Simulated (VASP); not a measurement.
The system is Y.

```
Y
1.0
     0.00000    2.48500    2.48500
     2.48500    0.00000    2.48500
     2.48500    2.48500    0.00000
Y
1
Cartesian
  0.0000 0.0000 0.0000
```

This isn't the form of Y at room conditions, which is hcp.

Base run:

```yaml
Program: VASP 6.6.1
Functional: r2SCAN
Potentials_or_basis: VASP PAW PBE potentials, release 64 (Y_sv)
Cutoff: 520 eV
k_mesh: 14 × 14 × 14
Occupations: fermi-dirac, width 0.03 eV
Spin: no spin polarisation
```

Its results: band gap on the k mesh zero (an odd number of electrons rules out a gap without spin polarisation); pressure 3.4 GPa.

Problem. The run is repeated on the same cell with these changes: functional from r2SCAN to LDA; potentials or basis from VASP PAW PBE potentials, release 64 (Y_sv) to VASP PAW LDA potentials, release 64 (Y_sv). What comes out?

Solution. Band gap on the k mesh zero (an odd number of electrons rules out a gap without spin polarisation); pressure -1.9 GPa.

Caveats: the cell stands under pressure (at least some runs); the PAW data sets were made with another functional, which shifts forces and pressure a little (at least some runs).
